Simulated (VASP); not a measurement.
Crystal: BeS.

```xyz
2
Lattice="0.0000 2.4726 2.4726 2.4726 0.0000 2.4726 2.4726 2.4726 0.0000" Properties=species:S:1:pos:R:3 pbc="T T T"
S     3.7088    3.7088    3.7088
Be    0.0000    0.0000    0.0000
```

Program: VASP 6.6.1. Alike in all runs: task single point; no spin polarisation; cell as given; cutoff (eV) 520.

Q: Order these runs on this cell by their band gap on the k mesh, lowest first.
A. level PBE0; potentials or basis VASP PAW PBE potentials, release 64 (S, Be); k mesh 5 × 5 × 5; smearing gaussian 0.1 eV; grid for exact exchange (PRECFOCK) Normal
B. level PBE; potentials or basis VASP PAW PBE potentials, release 64 (S, Be); k mesh 9 × 9 × 9; smearing fermi-dirac 0.05 eV
C. level LDA; potentials or basis VASP PAW LDA potentials, release 64 (S, Be); k mesh 9 × 9 × 9; smearing fermi-dirac 0.05 eV
D. level PBE0; potentials or basis VASP PAW PBE potentials, release 64 (S, Be); k mesh 6 × 6 × 6; smearing fermi-dirac 0.05 eV; grid for exact exchange (PRECFOCK) Normal
E. level r2SCAN; potentials or basis VASP PAW PBE potentials, release 64 (S, Be); k mesh 9 × 9 × 9; smearing fermi-dirac 0.05 eV

A: C (3.11 eV), B (3.32 eV), E (3.79 eV), D (4.90 eV), A (5.21 eV).

Caveats: some runs use coarse meshes.

A k mesh can miss the band edges, odd and even meshes differently.
